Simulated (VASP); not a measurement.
Wanted: the native input for a VASP 6.6.1 run.

- Task: single point
- Functional: PBEsol
- Potentials or basis: VASP PAW PBE potentials, release 64 (Cd_sv_GW, F)
- Cutoff: 600 eV
- k mesh: 8 × 8 × 8
- Occupations: gaussian, width 0.02 eV
- Spin: no spin polarisation
- Dipole correction: no
- Second run: valence_matched
- Further INCAR settings: ALGO = Normal; EDIFF = 1e-06; NBANDS = 24

The structure of CdF2 lies in POSCAR:

```
CdF2
1.0
    0.0000000000      2.6582506200      2.6582506200
    2.6582506200      0.0000000000      2.6582506200
    2.6582506200      2.6582506200      0.0000000000
Cd F
1 2
Direct
    0.0000000000      0.0000000000      0.0000000000
    0.2500000000      0.2500000000      0.2500000000
    0.7500000000      0.7500000000      0.7500000000
```

This cell differs from its parent crystal: strained.

These files were run (other wordings do the same):

INCAR

```
PREC = Accurate
ENCUT = 600
EDIFF = 1E-6
ISMEAR = 0
SIGMA = 0.02
LREAL = False
LASPH = True
NELM = 120
ALGO = Normal
ISIF = 2
LWAVE = False
LCHARG = True
GGA = PS
LELF = True
LVHAR = True
NBANDS = 24
GGA_COMPAT = False
```

KPOINTS

```
Automatic mesh
0
Gamma
  8 8 8
```

Potentials or basis: VASP PAW PBE potentials, release 64 (Cd_sv_GW, F).

Run with:

```bash
$ cat potpaw_PBE.64/Cd_sv_GW/POTCAR potpaw_PBE.64/F/POTCAR > POTCAR
$ mpirun -np 1 vasp_std > vasp.out
```

Results of the run:

```yaml
Pressure: 3.8 GPa
Band_gap_on_the_k_mesh: 3.06 eV, indirect (least direct gap 3.50 eV)
```

Caveat: the cell differs from its parent crystal (strained); the PAW data sets were made with another functional, which shifts forces and pressure a little.

Run time: 17 s on 1 thread of Intel(R) Xeon(R) 6975P-C (Granite Rapids) (shared host), peak memory 0.19 GiB.
